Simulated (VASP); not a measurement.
# NaSc (P1) in VASP: notebook

NaSc is run at these levels: PBE; tasks: single point.

All numbers are computed with VASP 6.6.1; they aren't measurements. Logs are shortened: lines on timing, memory, paths and dates and some standing lists are left out, and cuts for length are marked.

## 1. The cell of the first run

The typed cell holds 2 atoms: a = 4.169 Å, b = 4.169 Å, c = 4.169 Å, α = 48.94°, β = 48.94°, γ = 48.94°.

## 2. Single point, PBE

Contents of INCAR:

```
PREC     = Accurate       # precision mode
ENCUT    = 520            # plane-wave cutoff, eV
EDIFF    = 1E-7           # SCF threshold, eV
ISMEAR   = 0              # smearing method
SIGMA    = 0.05           # smearing width, eV
LREAL    = F              # projectors in reciprocal space
LASPH    = T              # aspherical terms in the spheres
NELM     = 60             # most SCF steps
ALGO     = Fast           # electronic algorithm
ISIF     = 2              # what is computed and relaxed
LWAVE    = F              # write WAVECAR
LCHARG   = F              # write CHGCAR
GGA      = PE             # functional
NBANDS   = 16             # bands
```

Contents of KPOINTS:

```
Automatic mesh
0
Gamma
  8 8 8
```

Contents of POSCAR:

```
NaSc
1.0
    1.7268237100      0.9969821300      3.6612978500
   -1.7268237100      0.9969821300      3.6612978500
    0.0000000000     -1.9939642600      3.6612978500
Na Sc
1 1
Direct
    0.4962020000      0.5076140000      0.4982780000
    0.0150760000      0.0086390000     -0.0234820000
```

Potentials or basis: VASP PAW PBE potentials, release 64 (Na_pv, Sc_sv).

Run with:

```bash
$ cat potpaw_PBE.64/Na_pv/POTCAR potpaw_PBE.64/Sc_sv/POTCAR > POTCAR
$ mpirun -np 1 vasp_std > vasp.out
```

OUTCAR:

```text
PREC = Accurate
   ENCUT = 520
   EDIFF = 1E-7
   ISMEAR = 0
   LREAL = F
   LASPH = T
   NELM = 60
   ISIF = 2
   GGA = PE

 ion  position               nearest neighbor table
   1  0.496  0.508  0.498-   2 2.66   2 2.67   2 2.70   2 2.72   2 2.75   2 2.75
   2  0.015  0.009  0.977-   1 2.66   1 2.67   1 2.70   1 2.72   1 2.75   1 2.75

  LATTYP: Found a trigonal (rhomboedric) cell.
 ALAT       =     4.1690521032
 COS(alpha) =     0.6568757945

  Lattice vectors:

 A1 = (   1.7268237100,   0.9969821300,   3.6612978500)
 A2 = (  -1.7268237100,   0.9969821300,   3.6612978500)
 A3 = (   0.0000000000,  -1.9939642600,   3.6612978500)

Analysis of symmetry for initial positions (statically):
=====================================================================
 Subroutine PRICEL returns:
 Original cell was already a primitive cell.

 Routine SETGRP: Setting up the symmetry group for a
 trigonal (rhombohedral) supercell.

 Subroutine GETGRP returns: Found  1 space group operations
 (whereof  1 operations were pure point group operations)
 out of a pool of 12 trial point group operations.

The static configuration has the point symmetry C_1 .

Analysis of symmetry for dynamics (positions and initial velocities):
=====================================================================
 Subroutine PRICEL returns:
 Original cell was already a primitive cell.

 Routine SETGRP: Setting up the symmetry group for a
 trigonal (rhombohedral) supercell.

 Subroutine GETGRP returns: Found  1 space group operations
 (whereof  1 operations were pure point group operations)
 out of a pool of 12 trial point group operations.

The dynamic configuration has the point symmetry C_1 .

 Subroutine INISYM returns: Found  1 space group operations
 (whereof  1 operations are pure point group operations),
 and found     1 'primitive' translations

----------------------------------------------------------------------------------------

                                     Primitive cell

  volume of cell :      37.8200

  direct lattice vectors                    reciprocal lattice vectors
     1.726823710  0.996982130  3.661297850     0.289548955  0.167171168  0.091042397
    -1.726823710  0.996982130  3.661297850    -0.289548955  0.167171168  0.091042397
     0.000000000 -1.993964260  3.661297850     0.000000000 -0.334342335  0.091042397

  length of vectors
     4.169052103  4.169052103  4.169052100     0.346516254  0.346516254  0.346516255

  position of ions in fractional coordinates (direct lattice)
[... 79 lines left out ...]
   EDIFF  = 0.1E-06   stopping-criterion for ELM
   LREAL  =      F    real-space projection
   EDIFFG = 0.1E-05   stopping-criterion for IOM
   NSW    =      0    number of steps for IOM
   IBRION =     -1    ionic relax: 0-MD 1-quasi-New 2-CG
   NFREE  =      0    steps in history (QN), initial steepest desc. (CG)
   ISIF   =      2    stress and relaxation
   ISYM   =      2    0-nonsym 1-usesym 2-fastsym
   POTIM  = 0.5000    time-step for ionic-motion
   TEBEG  =    0.0;   TEEND  =   0.0 temperature during run
   PSTRESS=    0.0 pullay stress
   NELECT =      18.0000    total number of electrons
   NUPDOWN=      -1.0000    fix difference up-down
   EMIN   =  10.00;   EMAX   =-10.00  energy-range for DOS
   EFERMI =   0.00;   METHOD = LEGACY
   ISMEAR =     0;   SIGMA  =   0.05  broadening in eV -4-tet -1-fermi 0-gaus
   EFERMI_NEDOS =   21; number of points for ismear=-14 and -15
   IALGO  =     68    algorithm
   IMIX   =      4    mixing-type and parameters
     AMIX     =   0.40;   BMIX     =  1.00
     AMIX_MAG =   1.60;   BMIX_MAG =  1.00
  volume/ion in A,a.u.               =      18.91       127.61
  Fermi-wavevector in a.u.,A,eV,Ry     =   1.278179  2.415409 22.228413  1.633742
  Thomas-Fermi vector in A             =   2.410737
   LORBIT       =      0    0 simple, 1 ext, 2 COOP (PROOUT), +10 PAW based schemes
   GGA     = PE    functional components
   LHFCALC =     F    Hartree Fock is set to
   AEXX    =    0.0000 exact exchange contribution
   IVDW    =     0    specifies the selected vdW correction
   LEPSILON=     F    determine dielectric tensor
   LRPA    =     F    only Hartree local field effects (RPA)
 non-spin polarized calculation
 RMM-DIIS sequential band-by-band and
 Gauss-broadening in eV      SIGMA  =   0.05
  energy-cutoff  :      520.00
  volume of cell :       37.82
 maximum number of plane-waves:      1038
   NGX = 15   NGY = 15   NGZ = 15

 number of electron      18.0000002 magnetization

 Free energy of the ion-electron system (eV)
  ---------------------------------------------------
  ext. energy  EPLUGINS =         0.00000000
  ---------------------------------------------------
  free energy    TOTEN  =        -5.08030974 eV

  energy without entropy =       -5.07614812  energy(sigma->0) =       -5.07822893

 E-fermi :   4.1122     XC(G=0):  -9.8877

 val. band max:        4.1061039453   @ k =   0.1250  -0.2500   0.5000
 cond. band min:       4.1283293661   @ k =  -0.1250  -0.2500   0.0000
 fundamental gap:      0.0222254208
 Fermi energy:         4.1122379902

 k-point     1 :       0.0000    0.0000    0.0000
  band No.  band energies     occupation
      1     -45.5601      2.00000
      2     -24.3292      2.00000
      3     -24.0998      2.00000
      4     -24.0993      2.00000
      5     -20.3698      2.00000
      6     -20.2691      2.00000
[... 433 lines left out ...]
      3     -24.2273      2.00000
      4     -24.1402      2.00000
      5     -20.3962      2.00000
      6     -20.3248      2.00000
[... 8 lines left out ...]
     15      10.6132      0.00000
     16      13.7240      0.00000

 [... further k-points ...]

------------------------ aborting loop because EDIFF is reached ----------------------------------------

  FORCE on cell =-STRESS in cart. coord.  units (eV):
  Direction    XX          YY          ZZ          XY          YZ          ZX
  --------------------------------------------------------------------------------------
  -------------------------------------------------------------------------------------
  Total        3.9723334      3.9542813      5.8917881     -0.0059159      0.0110003     -0.0167436
  in kB      168.2808065    167.5160609    249.5950747     -0.2506177      0.4660079     -0.7093131
  external PRESSURE =     195.1306474 kB  Pullay stress =       0.0000000 kB

 VOLUME and BASIS-vectors are now :
 -----------------------------------------------------------------------------
  energy-cutoff  :      520.00
  volume of cell :       37.82
      direct lattice vectors                 reciprocal lattice vectors
     1.726823710  0.996982130  3.661297850     0.289548955  0.167171168  0.091042397
    -1.726823710  0.996982130  3.661297850    -0.289548955  0.167171168  0.091042397
     0.000000000 -1.993964260  3.661297850     0.000000000 -0.334342335  0.091042397

 POSITION                                       TOTAL-FORCE (eV/Angst)
 -----------------------------------------------------------------------------------
     -0.01971      0.00724      5.49961         0.081280      0.166464     -0.043925
      0.01112     -1.92350      3.66215        -0.081280     -0.166464      0.043925
 -----------------------------------------------------------------------------------
    total drift:                               -0.000078      0.000000     -0.000194

  FREE ENERGIE OF THE ION-ELECTRON SYSTEM (eV)
  ---------------------------------------------------
  free  energy   TOTEN  =        -5.0803097404 eV

  energy  without entropy=       -5.0761481247  energy(sigma->0) =       -5.07822893
```

OSZICAR:

```text
N       E                     dE             d eps       ncg     rms          rms(c)
DAV:   1     0.150073440023E+03    0.15007E+03   -0.89965E+03  8400   0.130E+03
DAV:   2    -0.909253379147E+00   -0.15098E+03   -0.14872E+03  8336   0.379E+02
DAV:   3    -0.580778143270E+01   -0.48985E+01   -0.48769E+01 11168   0.802E+01
DAV:   4    -0.593049263714E+01   -0.12271E+00   -0.12270E+00  8984   0.130E+01
DAV:   5    -0.593640043162E+01   -0.59078E-02   -0.59078E-02 13144   0.309E+00    0.544E+00
RMM:   6    -0.512111447924E+01    0.81529E+00   -0.92459E-01  8615   0.999E+00    0.159E+00
RMM:   7    -0.509607871213E+01    0.25036E-01   -0.81250E-01 11450   0.528E+00    0.916E-01
RMM:   8    -0.508567559949E+01    0.10403E-01   -0.78227E-02  9112   0.329E+00    0.671E-01
RMM:   9    -0.508317091499E+01    0.25047E-02   -0.39698E-02 10365   0.162E+00    0.284E-01
RMM:  10    -0.508054660869E+01    0.26243E-02   -0.50686E-03 11753   0.809E-01    0.925E-02
RMM:  11    -0.508044170342E+01    0.10491E-03   -0.13606E-03 12572   0.296E-01    0.578E-02
RMM:  12    -0.508031012802E+01    0.13158E-03   -0.21576E-04 11910   0.148E-01    0.122E-02
RMM:  13    -0.508030945419E+01    0.67384E-06   -0.74039E-05 13291   0.725E-02    0.471E-03
RMM:  14    -0.508030980303E+01   -0.34884E-06   -0.81049E-06 12264   0.306E-02    0.207E-03
RMM:  15    -0.508030974155E+01    0.61480E-07   -0.21174E-06 11855   0.146E-02    0.467E-04
RMM:  16    -0.508030974039E+01    0.11551E-08   -0.28728E-07  9463   0.641E-03
   1 F= -.50803097E+01 E0= -.50782289E+01  d E =-.416162E-02
```

It took 7.9 min on 1 thread of Oxide Virtual Turin-like, shared host; peak memory 0.26 GiB.

What came out:

```yaml
Free_energy: -5.0803 eV
Pressure: 19.5 GPa
Largest_force: 0.190 eV/Å
Band_gap_on_the_k_mesh: zero (bands 9 and 10 overlap by 0.46 eV)
```

Forces on the atoms (eV/Å):
```
Na   0.081  0.166 -0.044
Sc  -0.081 -0.166  0.044
```

Caveat: the stress differs along the axes, from 17 to 25 GPa.

## 3. Single point, PBE

Contents of INCAR:

```
SYSTEM = NaSc
ALGO = Normal
EDIFF = 1E-7
ENCUT = 520
GGA = PE
ISIF = 2
ISMEAR = -1
LASPH = .TRUE.
LCHARG = .FALSE.
LREAL = .FALSE.
LWAVE = .FALSE.
NBANDS = 16
NELM = 100
PREC = Accurate
SIGMA = 0.1
```

Contents of KPOINTS:

```
k-points
0
G
  7 7 7
  0 0 0
```

POSCAR is that of step 2.

Potentials or basis: VASP PAW PBE potentials, release 64 (Na_pv, Sc_sv).

Run with:

```bash
$ cat potpaw_PBE.64/Na_pv/POTCAR potpaw_PBE.64/Sc_sv/POTCAR > POTCAR
$ mpirun -np 1 vasp_std > vasp.out
```

It took 3 min on 1 thread of Oxide Virtual Turin-like, shared host; peak memory 0.22 GiB.

The run converged. Its results:

```
Free energy            : -5.1246 eV
Pressure               : 19.8 GPa
Largest force          : 0.192 eV/Å
Band gap on the k mesh : zero (bands 9 and 10 overlap by 0.53 eV)
```

Forces in eV/Å, atoms in the order of the input:
```
Na   0.082  0.168 -0.045
Sc  -0.082 -0.168  0.045
```

Stress tensor (GPa, compression positive):
```
16.92 -0.02 -0.07
-0.02 16.84  0.05
-0.07  0.05 25.49
```

Levels at points of the mesh, in eV from the Fermi level:
| k point | band 5 | band 6 | band 7 | band 8 | band 9 | band 10 | band 11 | band 12 | band 13 | band 14 |
| --- | --- | --- | --- | --- | --- | --- | --- | --- | --- | --- |
| (0.00, 0.00, 0.00) | -24.45 | -24.35 | -24.35 | -5.08 | -0.19 | 1.27 | 1.27 | 1.98 | 1.98 | 6.06 |

Caveat: the stress differs along the axes, from 17 to 25 GPa.

## 4. Single point, PBE

Contents of INCAR:

```
SYSTEM = NaSc
ALGO = Fast ; EDIFF = 1E-6
ENCUT = 520 ; GGA = PE
ISIF = 2 ; ISMEAR = 0
LASPH = .True. ; LCHARG = .True.
LELF = .True. ; LREAL = .False.
LVHAR = .True. ; LWAVE = .False.
NBANDS = 16 ; NELM = 100
PREC = Accurate ; SIGMA = 0.05
```

Contents of KPOINTS:

```
k-points
0
Gamma
  10 10 10
  0 0 0
```

POSCAR is that of step 3.

Run with:

```bash
$ cat potpaw_PBE.64/Na_pv/POTCAR potpaw_PBE.64/Sc_sv/POTCAR > POTCAR
$ mpirun -np 1 vasp_std > vasp.out
```

Run time: 11 min. Hardware: 1 thread of Oxide Virtual Turin-like, shared host; peak memory 0.39 GiB.

Results (log left out):

* Free energy: -5.0824 eV
* Pressure: 19.6 GPa
* Largest force: 0.191 eV/Å
* Band gap on the k mesh: zero (bands 9 and 10 overlap by 0.58 eV)

Forces on the atoms (eV/Å):
```
Na   0.082  0.167 -0.044
Sc  -0.082 -0.167  0.044
```

Stress tensor (GPa, compression positive):
```
16.87 -0.03 -0.07
-0.03 16.79  0.05
-0.07  0.05 25.03
```

Levels at points of the mesh, in eV from the Fermi level:
| k point | band 6 | band 7 | band 8 | band 9 | band 10 | band 11 | band 12 | band 13 |
| --- | --- | --- | --- | --- | --- | --- | --- | --- |
| (0.00, 0.00, 0.00) | -24.36 | -24.36 | -5.07 | -0.20 | 1.26 | 1.26 | 1.97 | 1.97 |
| (0.50, 0.00, 0.00) | -24.44 | -24.39 | -1.77 | -0.26 | 0.19 | 1.57 | 1.76 | 3.19 |
| (0.00, 0.50, 0.00) | -24.44 | -24.39 | -1.77 | -0.26 | 0.19 | 1.57 | 1.76 | 3.19 |
| (0.00, 0.00, 0.50) | -24.44 | -24.39 | -1.77 | -0.26 | 0.19 | 1.57 | 1.76 | 3.19 |
| (0.50, 0.50, 0.00) | -24.40 | -24.37 | -1.06 | -0.79 | 0.17 | 2.11 | 2.12 | 3.21 |
| (0.50, 0.00, 0.50) | -24.40 | -24.37 | -1.05 | -0.78 | 0.17 | 2.11 | 2.12 | 3.21 |
| (0.00, 0.50, 0.50) | -24.40 | -24.37 | -1.06 | -0.79 | 0.17 | 2.11 | 2.12 | 3.21 |
| (0.50, 0.50, 0.50) | -24.37 | -24.37 | -2.78 | -1.76 | 1.30 | 1.30 | 2.47 | 2.48 |

Caveat: the stress differs along the axes, from 17 to 25 GPa.

## 5. Single point, PBE

Contents of INCAR:

```
SYSTEM = NaSc
PREC     = Accurate       ! precision mode
ENCUT    = 520            ! plane-wave cutoff, eV
EDIFF    = 1E-7           ! SCF threshold, eV
ISMEAR   = 0              ! smearing method
SIGMA    = 0.05           ! smearing width, eV
LREAL    = .FALSE.        ! projectors in reciprocal space
LASPH    = .TRUE.         ! aspherical terms in the spheres
NELM     = 60             ! most SCF steps
ALGO     = Fast           ! electronic algorithm
ISIF     = 2              ! what is computed and relaxed
LWAVE    = .FALSE.        ! write WAVECAR
LCHARG   = .FALSE.        ! write CHGCAR
GGA      = PE             ! functional
NBANDS   = 16             ! bands
```

Contents of KPOINTS:

```
Automatic mesh
0
G
  13 13 13
  0 0 0
```

POSCAR is that of step 4.

Run with:

```bash
$ cat potpaw_PBE.64/Na_pv/POTCAR potpaw_PBE.64/Sc_sv/POTCAR > POTCAR
$ mpirun -np 1 vasp_std > vasp.out
```

Wall time 35 min (1 thread of Oxide Virtual Turin-like, shared host); peak memory 0.68 GiB.

The run converged. Its results:

| Quantity | Value |
| --- | --- |
| Free energy | -5.0820 eV |
| Pressure | 19.6 GPa |
| Largest force | 0.191 eV/Å |
| Band gap on the k mesh | zero (bands 9 and 10 overlap by 0.61 eV) |

Forces in eV/Å, atoms in the order of the input:
```
Na   0.082  0.167 -0.044
Sc  -0.082 -0.167  0.044
```

Stress tensor (GPa, compression positive):
```
16.86 -0.03 -0.07
-0.03 16.79  0.05
-0.07  0.05 25.06
```

Levels at points of the mesh, in eV from the Fermi level:
```
           k point  band 6  band 7  band 8  band 9  band 10  band 11  band 12  band 13
(0.00, 0.00, 0.00)  -24.36  -24.36   -5.08   -0.20     1.26     1.26     1.97     1.97
```

Caveat: the stress differs along the axes, from 17 to 25 GPa.

## 6. Summary

```tsv
k mesh	smearing	gap on the mesh (eV)	pressure (GPa)	largest force (eV/Å)
8 × 8 × 8	gaussian 0.05 eV	none	19.5	0.19
7 × 7 × 7	fermi-dirac 0.1 eV	none	19.8	0.19
10 × 10 × 10	gaussian 0.05 eV	none	19.6	0.19
13 × 13 × 13	gaussian 0.05 eV	none	19.6	0.19
```

Alike in all rows: task single point; level PBE; potentials or basis VASP PAW PBE potentials, release 64 (Na_pv, Sc_sv); no spin polarisation; cell as given; cutoff (eV) 520.

Caveats: the stress differs along the axes, from 17 to 25 GPa.

Total energies depend on the potentials used, so only differences within one code and one set of settings carry meaning.

The gap in the log of VASP goes by the Fermi energy; the results here count the filled bands.